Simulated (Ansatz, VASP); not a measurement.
Given: the input of a run of Ansatz 0.2.0 on Al.

File input.yaml:

```yaml
crystal:
  lattice:
    - [2.8124553515, 0.0, 0.0]
    - [-1.4062276757, 2.4356577814, 0.0]
    - [0.0, 0.0, 4.86685]
  atoms:
    - { symbol: Al, position: [0.314418, 0.646969, 0.2454] }
    - { symbol: Al, position: [0.669791, 0.33912, 0.753178] }
kpoints:
  mp_grid: { grid: [11, 11, 6] }
scf:
  occupations: { method: fermi_dirac, width: 0.05 }
hamiltonian:
  xc: pbe
  pseudopotentials: { kind: all_electron, lapw: { basis_error: 0.001 } }
output:
  forces: true
  stress: true
  eigenvalues: true
  populations: true
```

Potentials or basis: all-electron LAPW, scalar-relativistic.

The run is started by

```sh
$ ansatz run input.yaml --threads 1 --pin off --max-ram 3072MiB --backend cpu --events-out ev --progress --plain --runs-dir out
```

**Question.** Translate it to VASP 6.6.1. Potentials there: VASP PAW PBE potentials, release 64 (Al).

**Answer.** As run (the cutoff follows the program's own potentials):

Contents of INCAR:

```
PREC = Accurate
ENCUT = 520
EDIFF = 1E-7
ISMEAR = -1
SIGMA = 0.05
LREAL = F
LASPH = T
NELM = 60
ALGO = Normal
ISIF = 2
LWAVE = F
LCHARG = F
GGA = PE
NBANDS = 10
```

The input KPOINTS:

```
Automatic mesh
0
Gamma
  11 11 6
```

Contents of POSCAR:

```
Al
1.0
    2.8124553515      0.0000000000      0.0000000000
   -1.4062276757      2.4356577814      0.0000000000
    0.0000000000      0.0000000000      4.8668500000
Al
2
Direct
    0.3144180000      0.6469690000      0.2454000000
    0.6697910000      0.3391200000      0.7531780000
```

Potentials or basis: VASP PAW PBE potentials, release 64 (Al).

Run with:

```bash
$ cat potpaw_PBE.64/Al/POTCAR > POTCAR
$ mpirun -np 1 vasp_std > vasp.out
```

Both were run:

|  | VASP | Ansatz | Ansatz less VASP |
| --- | --- | --- | --- |
| gap on the k mesh at the Fermi level (eV) | none | none | - |
| pressure (GPa) | 0.2 | 0.3 | +0.03 |
| traceless stress, the component that is largest in VASP (GPa) | -3.02 | -3.02 | -0.007 |
| rms of the force components (eV/Å) | 0.079 | 0.079 | -0.0003 |

Atom by atom the forces differ by 0.000 eV/Å (rms over components). A gap of «none» marks a metal or a gap that the smearing closes. Ansatz ran all-electron here, and VASP with PAW potentials.
